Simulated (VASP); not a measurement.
# WC (P-6m2) in VASP: further runs, part 3 of 3

VASP 6.6.1. Earlier steps stand in the parts before.

## 6. Electric field gradients, PBEsol (zz strain of +2 %)

Contents of INCAR:

```
SYSTEM = WC
PREC = Accurate ; ENCUT = 520
EDIFF = 1E-8 ; ISMEAR = -1
SIGMA = 0.05 ; LREAL = .False.
LASPH = .True. ; NELM = 100
ALGO = Normal ; ISIF = 2
LWAVE = .False. ; LCHARG = .False.
GGA = PS ; LEFG = .True.
NBANDS = 16
```

Contents of KPOINTS:

```
Automatic mesh
0
Gamma
  13 13 12
  0 0 0
```

Contents of POSCAR:

```
WC
1.0
    2.9005014360      0.0000000000      0.0000000000
   -1.4502507180      2.5119079273      0.0000000000
    0.0000000000      0.0000000000      2.8855800000
W C
1 1
Direct
    0.0000000000      0.0000000000      0.0000000000
    0.6666666667      0.3333333333      0.5000000000
```

Potentials or basis: VASP PAW PBE potentials, release 64 (W_sv, C).

Run with:

```console
$ cat potpaw_PBE.64/W_sv/POTCAR potpaw_PBE.64/C/POTCAR > POTCAR
$ mpirun -np 1 vasp_std > vasp.out
```

OUTCAR:

```text
SYSTEM = WC
   PREC = Accurate
   ENCUT = 520
   EDIFF = 1E-8
   ISMEAR = -1
   LREAL = .False.
   LASPH = .True.
   NELM = 100
   ISIF = 2
   GGA = PS

 ion  position               nearest neighbor table
   1  0.000  0.000  0.000-   2 2.21   2 2.21   2 2.21   2 2.21   2 2.21   2 2.21
   2  0.667  0.333  0.500-   1 2.21   1 2.21   1 2.21   1 2.21   1 2.21   1 2.21

  LATTYP: Found a hexagonal cell.
 ALAT       =     2.9005014360
 C/A-ratio  =     0.9948555668

  Lattice vectors:

 A1 = (   2.9005014360,   0.0000000000,   0.0000000000)
 A2 = (  -1.4502507180,   2.5119079273,   0.0000000000)
 A3 = (   0.0000000000,   0.0000000000,   2.8855800000)

Analysis of symmetry for initial positions (statically):
=====================================================================
 Subroutine PRICEL returns:
 Original cell was already a primitive cell.

 Routine SETGRP: Setting up the symmetry group for a
 hexagonal supercell.
[... 645 lines left out ...]
  volume of cell :       21.02
      direct lattice vectors                 reciprocal lattice vectors
     2.900501436  0.000000000  0.000000000     0.344767973  0.199051882  0.000000000
    -1.450250718  2.511907927  0.000000000     0.000000000  0.398103764  0.000000000
     0.000000000  0.000000000  2.885580000     0.000000000  0.000000000  0.346550780

 POSITION                                       TOTAL-FORCE (eV/Angst)
 -----------------------------------------------------------------------------------
      0.00000      0.00000      0.00000         0.000000      0.000000      0.000000
      1.45025      0.83730      1.44279        -0.000000      0.000000      0.000000
 -----------------------------------------------------------------------------------
    total drift:                               -0.000000      0.000000      0.000000

  FREE ENERGIE OF THE ION-ELECTRON SYSTEM (eV)
  ---------------------------------------------------
  free  energy   TOTEN  =       -23.8787646028 eV

  energy  without entropy=      -23.8758541737  energy(sigma->0) =      -23.87730939

 Electric field gradients (V/A^2)
---------------------------------------------------------------------
 ion       V_xx      V_yy      V_zz      V_xy      V_xz      V_yz
---------------------------------------------------------------------
   1      50.004    50.004  -100.008     0.000     0.000     0.000
   2      -0.200    -0.199     0.399     0.000     0.000    -0.000
---------------------------------------------------------------------

 Electric field gradients after diagonalization (V/A^2)
 (convention: |V_zz| > |V_xx| > |V_yy|)
----------------------------------------------------------------------
 ion       V_xx      V_yy      V_zz     asymmetry (V_yy - V_xx)/ V_zz
----------------------------------------------------------------------
   1      50.004    50.004  -100.008       0.000
   2      -0.200    -0.199     0.399       0.002
----------------------------------------------------------------------

           NMR quadrupolar parameters

 Cq : quadrupolar parameter    Cq=e*Q*V_zz/h
 eta: asymmetry parameters     (V_yy - V_xx)/ V_zz
 Q  : nuclear electric quadrupole moment in mb (millibarn)
----------------------------------------------------------------------
 ion       Cq(MHz)       eta       Q (mb)
----------------------------------------------------------------------
   1      -0.242       0.000       1.000
   2       0.001       0.002       1.000
----------------------------------------------------------------------
```

stdout:

```text
POSCAR found type information on POSCAR W C
 POSCAR found :  2 types and       2 ions
 scaLAPACK will be used
 -----------------------------------------------------------------------------
|                                                                             |
|                                                                             |
|     You enforced a specific xc type in the INCAR file but a different       |
|     I HOPE YOU KNOW WHAT YOU ARE DOING!                                     |
|                                                                             |
 -----------------------------------------------------------------------------

 LDA part: xc-table for (Slater+PW92), standard interpolation
 POSCAR, INCAR and KPOINTS ok, starting setup
 FFT: planning ... GRIDC
 FFT: planning ... GRID_SOFT
 FFT: planning ... GRID
 WAVECAR not read
 entering main loop
ion   1

ion   2
```

It took 2.2 min on 1 thread of AMD EPYC 7R13, shared host; peak memory 0.15 GiB.

What came out:

| Property | Result |
| --- | --- |
| Free energy | -23.8788 eV |
| Pressure | -8.0 GPa |
| Band gap on the k mesh | zero (band 9 reaches 11.43 eV, above the bottom of band 10 at 10.15 eV) |

Levels at points of the mesh, in eV from the Fermi level:
| k point | band 5 | band 6 | band 7 | band 8 | band 9 | band 10 | band 11 | band 12 | band 13 | band 14 |
| --- | --- | --- | --- | --- | --- | --- | --- | --- | --- | --- |
| (0.00, 0.00, 0.00) | -14.33 | -4.30 | -3.15 | -3.15 | -0.08 | 3.12 | 3.12 | 5.50 | 5.50 | 6.49 |
| (0.00, 0.00, 0.50) | -10.43 | -8.63 | -1.80 | -1.80 | -0.60 | -0.60 | 3.28 | 4.58 | 4.58 | 9.82 |

Electric field gradients, principal values (V/Å²):
| atom | least | middle | greatest (by size) |
| --- | --- | --- | --- |
| 1 W | 50.004 | 50.004 | -100.008 |
| 2 C | -0.199 | -0.200 | 0.399 |

Caveat: the cell differs from its parent crystal (zz strain of +2 %); without QUAD_EFG the Cq values of the log hold for a quadrupole moment of 1 mb, not for the nuclei; the PAW data sets were made with another functional, which shifts forces and pressure a little; spin-orbit coupling is left out, which moves the levels of the heavy elements.

## 7. The runs side by side

```csv
cell,gap on the mesh (eV),pressure (GPa)
"a = 2.957, b = 2.957, c = 2.884 Å, angles 90.0, 90.0, 120.0°, 2 atoms",none,-20.7
"a = 2.901, b = 2.901, c = 2.857 Å, angles 90.0, 90.0, 120.0°, 2 atoms",none,-3.9
"a = 2.842, b = 2.842, c = 2.829 Å, angles 90.0, 90.0, 120.0°, 2 atoms",none,17.8
"a = 2.901, b = 2.901, c = 2.886 Å, angles 90.0, 90.0, 120.0°, 2 atoms",none,-8.0
```

Alike in all rows: task electric field gradients; level PBEsol; potentials or basis VASP PAW PBE potentials, release 64 (W_sv, C); no spin polarisation; k mesh 13 × 13 × 12; cutoff (eV) 520; smearing fermi-dirac 0.05 eV.

Caveats: the PAW data sets were made with another functional, which shifts forces and pressure a little; spin-orbit coupling is left out, which moves the levels of the heavy elements.

Total energies depend on the potentials used, so only differences within one code and one set of settings carry meaning.
